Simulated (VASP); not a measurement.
Input of a VASP 6.6.1 run:

INCAR

```
PREC = Accurate
ENCUT = 600
EDIFF = 1E-8
ISMEAR = 0
SIGMA = 0.01
LREAL = F
LASPH = T
NELM = 80
ALGO = Normal
ISIF = 3
LWAVE = F
LCHARG = T
METAGGA = R2SCAN
LMIXTAU = T
NBANDS = 16
IBRION = 6
NFREE = 2
POTIM = 0.015
NSW = 1
```

KPOINTS

```
Automatic mesh
0
Gamma
  8 8 8
```

The input POSCAR:

```
GaP
1.0
    0.0000000000      2.7155962572      2.7155962572
    2.7155962572      0.0000000000      2.7155962572
    2.7155962572      2.7155962572      0.0000000000
Ga P
1 1
Direct
    0.0000000000      0.0000000000      0.0000000000
    0.7500000000      0.7500000000      0.7500000000
```

Potentials or basis: VASP PAW PBE potentials, release 64 (Ga_d, P).

The run is started by

```bash
$ cat potpaw_PBE.64/Ga_d/POTCAR potpaw_PBE.64/P/POTCAR > POTCAR
$ mpirun -np 1 vasp_std > vasp.out
```

Question: Estimate the elastic constants C11, C12, C44.

Answer: 147, 64, 76 GPa.

Question: Estimate the Voigt bulk modulus.

Answer: 92 GPa.

Question: Estimate the highest phonon frequency at Γ, LO-TO splitting left out.

Answer: 367 cm⁻¹.

Clamped-ion elastic tensor (GPa):
```
147  64  64   0   0   0
 64 147  64   0   0   0
 64  64 147   0   0   0
  0   0   0  99   0   0
  0   0   0   0  99   0
  0   0   0   0   0  99
```

Caveat: the PAW data sets were made with another functional, which shifts forces and pressure a little.
